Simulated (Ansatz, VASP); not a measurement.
# SrCl2 in VASP and in Ansatz

```
Sr Cl
1.0
    -2.90215    2.90215    7.20503
     2.90215   -2.90215    7.20503
     2.90215    2.90215   -7.20503
Sr Cl
2 4
Direct
  0.75000 0.25000 0.50000
  0.00000 0.00000 0.00000
  0.54263 0.04263 0.50000
  0.79263 0.79263 0.00000
  0.20737 0.20737 0.00000
  0.95737 0.45737 0.50000
```

Alike in both runs: task single point; functional PBE; k mesh 6 × 6 × 6; no spin polarisation.

|  | VASP | Ansatz |
| --- | --- | --- |
| version | VASP 6.6.1 | Ansatz 0.2.0 |
| potentials or method | VASP PAW PBE potentials, release 64 (Sr_sv, Cl) | plane waves, PAW |
| plane-wave cutoff (eV) | 520 | 420 |
| occupations | gaussian, width 0.01 eV | fixed |
| valence electrons in the cell | 48 | 48 |

|  | VASP | Ansatz | Ansatz less VASP |
| --- | --- | --- | --- |
| gap on the k mesh at the Fermi level (eV) | 5.27 | 5.27 | -0.003 |
| pressure (GPa) | -1.2 | -1.3 | -0.05 |
| traceless stress, the component that is largest in VASP (GPa) | -0.08 | -0.09 | -0.006 |
| rms of the force components (eV/Å) | 0.043 | 0.046 | +0.0034 |

Atom by atom the forces differ by 0.003 eV/Å (rms over components).
